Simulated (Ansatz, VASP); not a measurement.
## Two plane-wave programs on SnSe

```
CELL_PARAMETERS angstrom
0.00000 3.05654 2.81201
3.05654 0.00000 2.81201
3.05654 3.05654 0.00000
ATOMIC_POSITIONS crystal
Sn 0.00000 0.00000 0.00000
Se 0.50000 0.50000 0.50000
```

Alike in both runs: task single point; functional PBEsol; k mesh 10 × 10 × 10; occupations gaussian, width 0.05 eV; no spin polarisation.

|  | VASP | Ansatz |
| --- | --- | --- |
| version | VASP 6.6.1 | Ansatz 0.2.0 |
| potentials or method | VASP PAW PBE potentials, release 64 (Sn_d, Se), cutoff 520 eV | scalar-relativistic, plane waves, PAW |
| valence electrons in the cell | 20 | 30 |

|  | VASP | Ansatz | Ansatz less VASP |
| --- | --- | --- | --- |
| gap on the k mesh at the Fermi level (eV) | 0.18 | 0.19 | +0.004 |
| least direct gap on the mesh (eV) | 0.25 | 0.25 | -0.001 |
| pressure (GPa) | 1.2 | 1.2 | -0.02 |
| traceless stress, the component that is largest in VASP (GPa) | 8.67 | 8.63 | -0.034 |

VASP's potentials were made for PBE, not for PBEsol. VASP's potentials hold 20 valence electrons a cell and Ansatz's 30, so a difference there can come from the potentials and not from the codes.
